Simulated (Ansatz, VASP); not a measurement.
## KMgF3: VASP beside Ansatz

```xyz
5
Lattice="3.9859 0.0000 0.0000 0.0000 3.9859 0.0000 0.0000 0.0000 3.9859" Properties=species:S:1:pos:R:3 pbc="T T T"
K     1.9929    1.9929    1.9929
Mg    0.0000    0.0000    0.0000
F     1.9929   -0.2652   -0.2652
F     0.0000    1.7278   -0.2652
F     0.0000   -0.2652    1.7278
```

Change from the starting cell: all F atoms moved +0.375 Å, as atom 3 towards its neighbour atom 1 (K) at 2.818 Å.

Alike in both runs: task single point; functional LDA; k mesh 6 × 6 × 6; occupations gaussian, width 0.05 eV; no spin polarisation.

|  | VASP | Ansatz |
| --- | --- | --- |
| version | VASP 6.6.1 | Ansatz 0.2.0 |
| potentials or method | VASP PAW LDA potentials, release 64 (K_sv, Mg, F), cutoff 520 eV | scalar-relativistic, plane waves, PAW |
| valence electrons in the cell | 32 | 40 |

Ansatz gave:

| Property | Result |
| --- | --- |
| gap on the k mesh at the Fermi level (eV) | 6.91 |
| least direct gap on the mesh (eV) | 7.23 |
| pressure (GPa) | 2.1 |
| traceless stress, the component that is largest in VASP (GPa) | -6.66 |
| rms of the force components (eV/Å) | 1.221 |

Problem. Estimate VASP's values.

Solution. gap on the k mesh at the Fermi level (eV): 6.88; least direct gap on the mesh (eV): 7.21; pressure (GPa): 1.7; traceless stress, the component that is largest in VASP (GPa): -6.96; rms of the force components (eV/Å): 1.273.

LDA's correlation is that of Perdew and Zunger in VASP and of Perdew and Wang (1992) in Ansatz. Atom by atom the forces differ by 0.052 eV/Å (rms over components). VASP's potentials hold 32 valence electrons a cell and Ansatz's 40, so a difference there can come from the potentials and not from the codes.
